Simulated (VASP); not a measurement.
# AgCl (Fm-3m) in VASP: notebook

AgCl is run at these levels: PBEsol; tasks: relaxation of cell and atoms.

All numbers are computed with VASP 6.6.1; they aren't measurements. Logs are shortened: lines on timing, memory, paths and dates and some standing lists are left out, and cuts for length are marked.

**1. The cell of the first run**

It takes space group Fm-3m (No. 225, cubic). Conventional cell: a = 5.448 Å, b = 5.448 Å, c = 5.448 Å, α = 90.00°, β = 90.00°, γ = 90.00°. Ag (site symmetry m-3m) has 6 Cl at 2.72 Å within 3.6 Å. Within 3.6 Å of Cl (site symmetry m-3m) lie 6 Ag at 2.72 Å.

**2. Relaxation of cell and atoms, PBEsol, target pressure 2 GPa, at which the enthalpy is minimised**

INCAR

```
SYSTEM = AgCl
PREC = Accurate
ENCUT = 500
EDIFF = 1E-7
ISMEAR = 0
SIGMA = 0.01
LREAL = .False.
LASPH = .True.
NELM = 120
ALGO = Normal
ISIF = 3
LWAVE = .False.
LCHARG = .False.
GGA = PS
IBRION = 2
NSW = 100
EDIFFG = -0.002
PSTRESS = 20.0
GGA_COMPAT = .False.
NELMIN = 4
```

KPOINTS

```
regular mesh
0
Gamma
  8 8 8
  0 0 0
```

POSCAR

```
AgCl
1.0
    0.0000000000      2.7237519363      2.7237519363
    2.7237519363      0.0000000000      2.7237519363
    2.7237519363      2.7237519363      0.0000000000
Ag Cl
1 1
Direct
    0.0000000000      0.0000000000      0.0000000000
    0.5000000000      0.5000000000      0.5000000000
```

Potentials or basis: VASP PAW PBE potentials, release 64 (Ag, Cl).

Run with:

```bash
> cat potpaw_PBE.64/Ag/POTCAR potpaw_PBE.64/Cl/POTCAR > POTCAR
> mpirun -np 1 vasp_std > vasp.out
```

OUTCAR:

```text
SYSTEM = AgCl
   PREC = Accurate
   ENCUT = 500
   EDIFF = 1E-7
   ISMEAR = 0
   LREAL = .False.
   LASPH = .True.
   NELM = 120
   ISIF = 3
   GGA = PS
   IBRION = 2
   NSW = 100
   EDIFFG = -0.002
   PSTRESS = 20.0
   NELMIN = 4

 ion  position               nearest neighbor table
   1  0.000  0.000  0.000-   2 2.72   2 2.72   2 2.72   2 2.72   2 2.72   2 2.72
   2  0.500  0.500  0.500-   1 2.72   1 2.72   1 2.72   1 2.72   1 2.72   1 2.72

  LATTYP: Found a face centered cubic cell.
 ALAT       =     5.4475038726

  Lattice vectors:

 A1 = (   0.0000000000,   2.7237519363,   2.7237519363)
 A2 = (   2.7237519363,   0.0000000000,   2.7237519363)
 A3 = (   2.7237519363,   2.7237519363,   0.0000000000)

Analysis of symmetry for initial positions (statically):
=====================================================================
 Subroutine PRICEL returns:
 Original cell was already a primitive cell.

 Routine SETGRP: Setting up the symmetry group for a
 face centered cubic supercell.

 Subroutine GETGRP returns: Found 48 space group operations
 (whereof 48 operations were pure point group operations)
 out of a pool of 48 trial point group operations.

The static configuration has the point symmetry O_h .

Analysis of symmetry for dynamics (positions and initial velocities):
=====================================================================
 Subroutine PRICEL returns:
 Original cell was already a primitive cell.

 Routine SETGRP: Setting up the symmetry group for a
 face centered cubic supercell.

 Subroutine GETGRP returns: Found 48 space group operations
 (whereof 48 operations were pure point group operations)
 out of a pool of 48 trial point group operations.

The dynamic configuration has the point symmetry O_h .

 Subroutine INISYM returns: Found 48 space group operations
 (whereof 48 operations are pure point group operations),
 and found     1 'primitive' translations

----------------------------------------------------------------------------------------

                                     Primitive cell

  volume of cell :      40.4141

  direct lattice vectors                    reciprocal lattice vectors
     0.000000000  2.723751936  2.723751936    -0.183570315  0.183570315  0.183570315
     2.723751936  0.000000000  2.723751936     0.183570315 -0.183570315  0.183570315
     2.723751936  2.723751936  0.000000000     0.183570315  0.183570315 -0.183570315

  length of vectors
     3.851966929  3.851966929  3.851966929     0.317953112  0.317953112  0.317953112

[... 101 lines left out ...]
  volume/ion in A,a.u.               =      20.21       136.36
  Fermi-wavevector in a.u.,A,eV,Ry     =   1.250225  2.362582 21.266751  1.563062
  Thomas-Fermi vector in A             =   2.384229
   LORBIT       =      0    0 simple, 1 ext, 2 COOP (PROOUT), +10 PAW based schemes
   GGA     = PS    functional components
   LHFCALC =     F    Hartree Fock is set to
   AEXX    =    0.0000 exact exchange contribution
   IVDW    =     0    specifies the selected vdW correction
   LEPSILON=     F    determine dielectric tensor
   LRPA    =     F    only Hartree local field effects (RPA)
 conjugate gradient relaxation of ions
 non-spin polarized calculation
 Gauss-broadening in eV      SIGMA  =   0.01
  energy-cutoff  :      500.00
  volume of cell :       40.41
 maximum number of plane-waves:      1036
   NGX = 13   NGY = 13   NGZ = 13

--------------------------------------- Ionic step        1  -------------------------------------------

 number of electron      18.0000004 magnetization

 Free energy of the ion-electron system (eV)
  ---------------------------------------------------
  ext. energy  EPLUGINS =         0.00000000
  ---------------------------------------------------
  free energy    TOTEN  =        -6.06099576 eV

  energy without entropy =       -6.06099576  energy(sigma->0) =       -6.06099576

------------------------ aborting loop because EDIFF is reached ----------------------------------------

  FORCE on cell =-STRESS in cart. coord.  units (eV):
  Direction    XX          YY          ZZ          XY          YZ          ZX
  --------------------------------------------------------------------------------------
  -------------------------------------------------------------------------------------
  Total       -0.0226095     -0.0226095     -0.0226095     -0.0000000     -0.0000000      0.0000000
  in kB       -0.8963302     -0.8963302     -0.8963302     -0.0000000     -0.0000000      0.0000000
  external PRESSURE =     -20.8963302 kB  Pullay stress =      20.0000000 kB
[... 63 lines left out ...]
--------------------------------------- Ionic step        3  -------------------------------------------

 number of electron      18.0000008 magnetization

 Free energy of the ion-electron system (eV)
  ---------------------------------------------------
  ext. energy  EPLUGINS =         0.00000000
  ---------------------------------------------------
  free energy    TOTEN  =        -6.05325341 eV

  energy without entropy =       -6.05325341  energy(sigma->0) =       -6.05325341

 E-fermi :   4.9521     XC(G=0): -10.6809

 val. band max:        4.8839746677   @ k =   0.5000   0.0000   0.0000
 cond. band min:       5.6086461066   @ k =   0.0000   0.0000   0.0000
 fundamental gap:      0.7246714390
 Fermi energy:         4.9520751095

 k-point     1 :       0.0000    0.0000    0.0000
  band No.  band energies     occupation
      1     -10.8861      2.00000
      2       2.0119      2.00000
      3       2.0119      2.00000
      4       2.0119      2.00000
      5       2.0577      2.00000
      6       2.0577      2.00000
      7       2.1765      2.00000
      8       2.1765      2.00000
      9       2.1765      2.00000
     10       5.6086      0.00000
     11      15.5950      0.00000
     12      15.5950      0.00000
     13      15.5950      0.00000
[... 354 lines left out ...]
  band No.  band energies     occupation
      1     -10.2732      2.00000
      2      -0.7405      2.00000
      3       0.1271      2.00000
      4       0.2024      2.00000
      5       2.3977      2.00000
      6       2.4793      2.00000
      7       2.7694      2.00000
      8       3.7294      2.00000
      9       4.2848      2.00000
     10       9.8881      0.00000
     11      10.2614      0.00000
     12      12.8956      0.00000
     13      13.2674      0.00000

 [... further k-points ...]

------------------------ aborting loop because EDIFF is reached ----------------------------------------

  FORCE on cell =-STRESS in cart. coord.  units (eV):
  Direction    XX          YY          ZZ          XY          YZ          ZX
  --------------------------------------------------------------------------------------
  -------------------------------------------------------------------------------------
  Total        0.4882413      0.4882413      0.4882413      0.0000000      0.0000000      0.0000000
  in kB       20.0251206     20.0251206     20.0251206      0.0000000      0.0000000      0.0000000
  external PRESSURE =       0.0251206 kB  Pullay stress =      20.0000000 kB
[... 21 lines left out ...]
  energy  without entropy=       -6.0532534126  energy(sigma->0) =       -6.05325341

  enthalpy is  TOTEN    =        -5.5656245898 eV   P V=        0.4876288228

 reached required accuracy - stopping structural energy minimisation
```

OSZICAR:

```text
N       E                     dE             d eps       ncg     rms          rms(c)
DAV:   1     0.992964678986E+02    0.99296E+02   -0.87489E+03   778   0.121E+03
DAV:   2    -0.213608049920E+01   -0.10143E+03   -0.94642E+02   894   0.250E+02
DAV:   3    -0.618722093051E+01   -0.40511E+01   -0.40380E+01   869   0.538E+01
[... 24 lines left out ...]
DAV:   3    -0.605327884076E+01    0.21936E-03   -0.65992E-04   769   0.215E-01    0.901E-02
DAV:   4    -0.605325792007E+01    0.20921E-04   -0.27619E-05   809   0.518E-02    0.309E-02
DAV:   5    -0.605325364459E+01    0.42755E-05   -0.66986E-06   879   0.421E-02    0.447E-03
DAV:   6    -0.605325338766E+01    0.25693E-06   -0.23186E-06   759   0.211E-02    0.193E-03
DAV:   7    -0.605325341261E+01   -0.24952E-07   -0.11183E-07   377   0.370E-03
   3 F= -.55656246E+01 E0= -.55656246E+01  d E =-.911825E-02
```

CONTCAR:

```text
AgCl
   1.00000000000000
    -0.0000000000000000    2.6930638672514950    2.6930638672514950
     2.6930638672514950   -0.0000000000000000    2.6930638672514950
     2.6930638672514950    2.6930638672514950   -0.0000000000000000
  Ag              Cl
     1     1
Direct
     0.0000000000000000    0.0000000000000000    0.0000000000000000
     0.5000000000000000    0.5000000000000000    0.5000000000000000

  0.00000000E+00  0.00000000E+00  0.00000000E+00
  0.00000000E+00  0.00000000E+00  0.00000000E+00
```

Wall time 15 s (1 thread of Intel Xeon 6975P-C (Granite Rapids), shared host); peak memory 0.16 GiB.

Results:

```yaml
Free_energy: -6.0533 eV
Relaxed_volume: 19.53 Å³/atom
Relaxed_cell: a = 3.809 Å, b = 3.809 Å, c = 3.809 Å, α = 60.00°, β = 60.00°, γ = 60.00°
Space_group_after_relaxing_to_0.1_Å: Fm-3m (No. 225)
Energy_change_on_relaxing_the_run_minimises_the_enthalpy: +3.9 meV/atom
Ionic_steps: 3
Pressure_after_relaxing: 2.0 GPa
Band_gap_on_the_k_mesh: 0.72 eV (least direct gap 3.35 eV)
```

Step by step:
```
step  energy change (eV)  largest force (eV/Å)  pressure (GPa)  volume (Å³)
   1              0.0000                0.0000           -0.09        40.41
   2              0.0100                0.0000            2.30        38.89
   3              0.0077                0.0000            2.00        39.06
```

Final structure:
```
CELL_PARAMETERS angstrom
0.00000 2.69306 2.69306
2.69306 0.00000 2.69306
2.69306 2.69306 0.00000
ATOMIC_POSITIONS crystal
Ag 0.00000 0.00000 0.00000
Cl 0.50000 0.50000 0.50000
```

Caveat: the cell is relaxed towards a set pressure, so the run minimises the enthalpy, not the energy; the PAW data sets were made with another functional, which shifts forces and pressure a little.

**3. Relaxation of cell and atoms, PBEsol, target pressure 4 GPa, at which the enthalpy is minimised**

INCAR

```
PREC = Accurate
ENCUT = 500
EDIFF = 1E-7
ISMEAR = 0
SIGMA = 0.01
LREAL = F
LASPH = T
NELM = 120
ALGO = Normal
ISIF = 3
LWAVE = F
LCHARG = F
GGA = PS
IBRION = 2
NSW = 100
EDIFFG = -0.002
PSTRESS = 40.0
GGA_COMPAT = F
NELMIN = 4
```

KPOINTS

```
regular mesh
0
Gamma
  8 8 8
```

POSCAR is that of step 2.

Potentials or basis: VASP PAW PBE potentials, release 64 (Ag, Cl).

Run with:

```bash
> cat potpaw_PBE.64/Ag/POTCAR potpaw_PBE.64/Cl/POTCAR > POTCAR
> mpirun -np 1 vasp_std > vasp.out
```

Wall time 16 s (1 thread of Intel Xeon 6975P-C (Granite Rapids), shared host); peak memory 0.16 GiB.

The run converged. Its results:

```yaml
Free_energy: -6.0334 eV
Relaxed_volume: 19.00 Å³/atom
Relaxed_cell: a = 3.773 Å, b = 3.773 Å, c = 3.773 Å, α = 60.00°, β = 60.00°, γ = 60.00°
Space_group_after_relaxing_to_0.1_Å: Fm-3m (No. 225)
Energy_change_on_relaxing_the_run_minimises_the_enthalpy: +13.8 meV/atom
Ionic_steps: 3
Pressure_after_relaxing: 4.0 GPa
Band_gap_on_the_k_mesh: 0.73 eV (least direct gap 3.47 eV)
```

The path:
```tsv
step	energy change (eV)	largest force (eV/Å)	pressure (GPa)	volume (Å³)
1	0.0000	0.0000	-0.09	40.41
2	0.0425	0.0000	5.12	37.47
3	0.0276	0.0000	4.00	37.99
```

Final structure:
```xyz
2
Lattice="0.0000 2.6683 2.6683 2.6683 0.0000 2.6683 2.6683 2.6683 0.0000" Properties=species:S:1:pos:R:3 pbc="T T T"
Ag    0.0000    0.0000    0.0000
Cl    2.6683    2.6683    2.6683
```

Levels at points of the mesh, in eV from the valence-band top:
```csv
k point,band 6,band 7,band 8,band 9,band 10,band 11,band 12,band 13
"(0.00, 0.00, 0.00)",-2.97,-2.83,-2.83,-2.83,0.73,10.70,10.70,10.70
"(0.50, 0.00, 0.00)",-2.51,-2.13,0.00,0.00,3.69,7.11,7.28,7.28
"(0.50, 0.50, 0.00)",-2.71,-2.35,-2.35,-2.17,2.02,7.69,8.85,11.96
```

Caveat: the cell is relaxed towards a set pressure, so the run minimises the enthalpy, not the energy; the PAW data sets were made with another functional, which shifts forces and pressure a little.

**4. Relaxation of cell and atoms, PBEsol, target pressure 7 GPa, at which the enthalpy is minimised**

INCAR

```
SYSTEM = AgCl
PREC = Accurate
ENCUT = 500
EDIFF = 1E-7
ISMEAR = 0
SIGMA = 0.01
LREAL = .FALSE.
LASPH = .TRUE.
NELM = 120
ALGO = Normal
ISIF = 3
LWAVE = .FALSE.
LCHARG = .FALSE.
GGA = PS
IBRION = 2
NSW = 100
EDIFFG = -0.002
PSTRESS = 70.0
GGA_COMPAT = .FALSE.
NELMIN = 4
```

KPOINTS

```
regular mesh
0
G
  8 8 8
  0 0 0
```

POSCAR is that of step 3.

Run with:

```bash
> cat potpaw_PBE.64/Ag/POTCAR potpaw_PBE.64/Cl/POTCAR > POTCAR
> mpirun -np 1 vasp_std > vasp.out
```

Run time: 17 s. Hardware: 1 thread of Intel Xeon 6975P-C (Granite Rapids), shared host; peak memory 0.16 GiB.

It converged, with:

```yaml
Free_energy: -5.9883 eV
Relaxed_volume: 18.33 Å³/atom
Relaxed_cell: a = 3.729 Å, b = 3.729 Å, c = 3.729 Å, α = 60.00°, β = 60.00°, γ = 60.00°
Space_group_after_relaxing_to_0.1_Å: Fm-3m (No. 225)
Energy_change_on_relaxing_the_run_minimises_the_enthalpy: +36.4 meV/atom
Ionic_steps: 3
Pressure_after_relaxing: 7.0 GPa
Band_gap_on_the_k_mesh: 0.75 eV (least direct gap 3.57 eV)
```

Step by step:
| step | energy change (eV) | largest force (eV/Å) | pressure (GPa) | volume (Å³) |
| --- | --- | --- | --- | --- |
| 1 | 0.0000 | 0.0000 | -0.09 | 40.41 |
| 2 | 0.1412 | 0.0000 | 10.51 | 35.41 |
| 3 | 0.0727 | 0.0000 | 7.01 | 36.67 |

Final structure:
```
Ag Cl
1.0
     0.00000    2.63685    2.63685
     2.63685    0.00000    2.63685
     2.63685    2.63685    0.00000
Ag Cl
1 1
Direct
  0.00000 0.00000 0.00000
  0.50000 0.50000 0.50000
```

Levels at points of the mesh, in eV from the valence-band top:
```csv
k point,band 7,band 8,band 9,band 10,band 11,band 12
"(0.00, 0.00, 0.00)",-2.99,-2.99,-2.99,0.75,10.68,10.68
"(0.50, 0.00, 0.00)",-2.25,0.00,0.00,3.57,7.19,7.19
"(0.50, 0.50, 0.00)",-2.49,-2.49,-2.27,1.94,7.64,8.98
```

Caveat: the cell is relaxed towards a set pressure, so the run minimises the enthalpy, not the energy; the PAW data sets were made with another functional, which shifts forces and pressure a little.

**5. Relaxation of cell and atoms, PBEsol, target pressure 10 GPa, at which the enthalpy is minimised**

INCAR

```
SYSTEM = AgCl
PREC = Accurate ; ENCUT = 500
EDIFF = 1E-7 ; ISMEAR = 0
SIGMA = 0.01 ; LREAL = .False.
LASPH = .True. ; NELM = 120
ALGO = Normal ; ISIF = 3
LWAVE = .False. ; LCHARG = .False.
GGA = PS ; IBRION = 2
NSW = 100 ; EDIFFG = -0.002
PSTRESS = 100.0 ; GGA_COMPAT = .False.
NELMIN = 4
```

KPOINTS

```
Automatic mesh
0
Gamma
  8 8 8
  0 0 0
```

POSCAR is that of step 4.

Run with:

```bash
> cat potpaw_PBE.64/Ag/POTCAR potpaw_PBE.64/Cl/POTCAR > POTCAR
> mpirun -np 1 vasp_std > vasp.out
```

Run time: 26 s. Hardware: 1 thread of Intel Xeon 6975P-C (Granite Rapids), shared host; peak memory 0.17 GiB.

The run converged. Its results:

```yaml
Free_energy: -5.9304 eV
Relaxed_volume: 17.79 Å³/atom
Relaxed_cell: a = 3.692 Å, b = 3.692 Å, c = 3.692 Å, α = 60.00°, β = 60.00°, γ = 60.00°
Space_group_after_relaxing_to_0.1_Å: Fm-3m (No. 225)
Energy_change_on_relaxing_the_run_minimises_the_enthalpy: +65.3 meV/atom
Ionic_steps: 6
Pressure_after_relaxing: 10.0 GPa
Band_gap_on_the_k_mesh: 0.77 eV (least direct gap 3.46 eV)
```

Step by step:
| step | energy change (eV) | largest force (eV/Å) | pressure (GPa) | volume (Å³) |
| --- | --- | --- | --- | --- |
| 1 | 0.0000 | 0.0000 | -0.09 | 40.41 |
| 2 | 0.3134 | 0.0000 | 17.65 | 33.42 |
| 3 | 0.1297 | 0.0000 | 9.96 | 35.59 |
| 4 | 0.1355 | 0.0000 | 10.22 | 35.49 |
| 5 | 0.1282 | 0.0000 | 9.88 | 35.61 |
| 6 | 0.1306 | 0.0000 | 9.99 | 35.57 |

Final structure:
```cif
data_structure
_symmetry_space_group_name_H-M 'P 1'
_symmetry_Int_Tables_number 1
_cell_length_a 3.6916
_cell_length_b 3.6916
_cell_length_c 3.6916
_cell_angle_alpha 60.000
_cell_angle_beta 60.000
_cell_angle_gamma 60.000
_cell_volume 35.57
loop_
_atom_site_label
_atom_site_type_symbol
_atom_site_fract_x
_atom_site_fract_y
_atom_site_fract_z
_atom_site_occupancy
Ag1 Ag 0.00000 0.00000 0.00000 1
Cl1 Cl 0.50000 0.50000 0.50000 1
```

Levels at points of the mesh, in eV from the valence-band top:
| k point | band 7 | band 8 | band 9 | band 10 | band 11 | band 12 |
| --- | --- | --- | --- | --- | --- | --- |
| (0.00, 0.00, 0.00) | -3.14 | -3.14 | -3.14 | 0.77 | 10.66 | 10.66 |
| (0.50, 0.00, 0.00) | -2.37 | 0.00 | 0.00 | 3.46 | 7.11 | 7.11 |
| (0.50, 0.50, 0.00) | -2.61 | -2.61 | -2.36 | 1.88 | 7.60 | 9.09 |

Caveat: the cell is relaxed towards a set pressure, so the run minimises the enthalpy, not the energy; the PAW data sets were made with another functional, which shifts forces and pressure a little. A k mesh can miss the band edges.

(Part 1 of 2 ends here.)
